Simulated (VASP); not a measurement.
Runs of VASP 6.6.1 on Te. The structure is that of space group Im-3m (No. 229), or close to it. The cells are those of the table. This isn't the form of Te at room conditions, which is trigonal, of chains.

```csv
cell,k mesh,gap on the mesh (eV),pressure (GPa)
"a = 3.242 Å, angles 109.5°, 1 atom",13 × 13 × 13,none,6.0
"a = 3.334 Å, angles 109.5°, 1 atom",19 × 19 × 19,none,0.1
"a = 3.334 Å, angles 109.5°, 1 atom",13 × 13 × 13,none,0.0
"a = 3.420 Å, angles 109.5°, 1 atom",13 × 13 × 13,none,(a)
"a = 3.334 Å, angles 109.5°, 1 atom",11 × 11 × 11,none,0.0
```

Alike in all rows: task single point; level r2SCAN; potentials or basis VASP PAW PBE potentials, release 64 (Te); no spin polarisation; cutoff (eV) 520; smearing fermi-dirac 0.1 eV.

Problem. Estimate the missing entries.

Solution. (a) -3.7.

Caveats: the PAW data sets were made with another functional, which shifts forces and pressure a little; spin-orbit coupling is left out, which moves the levels of the heavy elements; the cell stands under pressure (at least some runs); the cell stands under tension (at least some runs).

A k mesh can miss the band edges, and the runs leave out spin-orbit coupling on Te.

A gap of «none» marks levels without a gap at the run's occupations.
